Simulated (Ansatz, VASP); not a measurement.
Given: the input of a run of Ansatz 0.2.0 on Sn3Se.

File input.yaml:

```yaml
crystal:
  lattice:
    - [0.0, 3.733138, 3.733138]
    - [3.733138, 0.0, 3.733138]
    - [3.733138, 3.733138, 0.0]
  atoms:
    - { symbol: Sn, position: [0.5, 0.5, 0.5] }
    - { symbol: Sn, position: [0.75, 0.75, 0.75] }
    - { symbol: Sn, position: [0.25, 0.25, 0.25] }
    - { symbol: Se, position: [0.0, 0.0, 0.0] }
hamiltonian:
  xc: r2scan
  pseudopotentials: { kind: paw }
kpoints:
  mp_grid: { grid: [4, 4, 4] }
scf:
  occupations: { method: fermi_dirac, width: 0.05 }
output:
  forces: true
  stress: true
  eigenvalues: true
```

Potentials or basis: Ansatz PAW.

Launch:

```console
$ ansatz run input.yaml --threads 2 --pin off --max-ram 5632MiB --backend cpu --events-out ev --progress --plain --runs-dir out
```

Q: Translate it to VASP 6.6.1. Potentials there: VASP PAW PBE potentials, release 64 (Sn_d, Se).

A: As run (the cutoff follows the program's own potentials):

File POSCAR:

```
Sn3Se
1.0
    0.0000000000      3.7331380000      3.7331380000
    3.7331380000      0.0000000000      3.7331380000
    3.7331380000      3.7331380000      0.0000000000
Sn Se
3 1
Direct
    0.5000000000      0.5000000000      0.5000000000
    0.7500000000      0.7500000000      0.7500000000
    0.2500000000      0.2500000000      0.2500000000
    0.0000000000      0.0000000000      0.0000000000
```

INCAR.step1

```
SYSTEM = Sn3Se
PREC = Accurate
ENCUT = 520
ISMEAR = -1
SIGMA = 0.05
LREAL = .FALSE.
LASPH = .TRUE.
NELM = 60
NBANDS = 32
GGA = PE
ALGO = Normal
EDIFF = 1E-4
LWAVE = .TRUE.
LCHARG = .FALSE.
```

The input INCAR.step2:

```
SYSTEM = Sn3Se
PREC = Accurate
ENCUT = 520
EDIFF = 1E-7
ISMEAR = -1
SIGMA = 0.05
LREAL = .FALSE.
LASPH = .TRUE.
NELM = 60
ALGO = Normal
ISIF = 2
LWAVE = .FALSE.
LCHARG = .TRUE.
METAGGA = R2SCAN
LMIXTAU = .TRUE.
LELF = .TRUE.
LVHAR = .TRUE.
NBANDS = 32
ISTART = 1
```

Contents of KPOINTS:

```
regular mesh
0
G
  4 4 4
  0 0 0
```

Potentials or basis: VASP PAW PBE potentials, release 64 (Sn_d, Se).

Run with:

```bash
$ cat potpaw_PBE.64/Sn_d/POTCAR potpaw_PBE.64/Se/POTCAR > POTCAR
$ cp INCAR.step1 INCAR
$ mpirun -np 1 vasp_std > vasp.out
$ cp INCAR.step2 INCAR
$ mpirun -np 1 vasp_std > vasp.out
```

Both were run:

|  | VASP | Ansatz | Ansatz less VASP |
| --- | --- | --- | --- |
| gap on the k mesh at the Fermi level (eV) | none | none | - |
| pressure (GPa) | -1.6 | -1.6 | +0.01 |

VASP's potentials were made for PBE, not for r2SCAN. A gap of «none» marks a metal or a gap that the smearing closes. With one functional, cell and mesh, what is left measures potentials, basis and numerics. VASP's potentials hold 48 valence electrons a cell and Ansatz's 58, so a difference there can come from the potentials and not from the codes.

The k mesh is coarse, so the values compare programs but aren't converged.
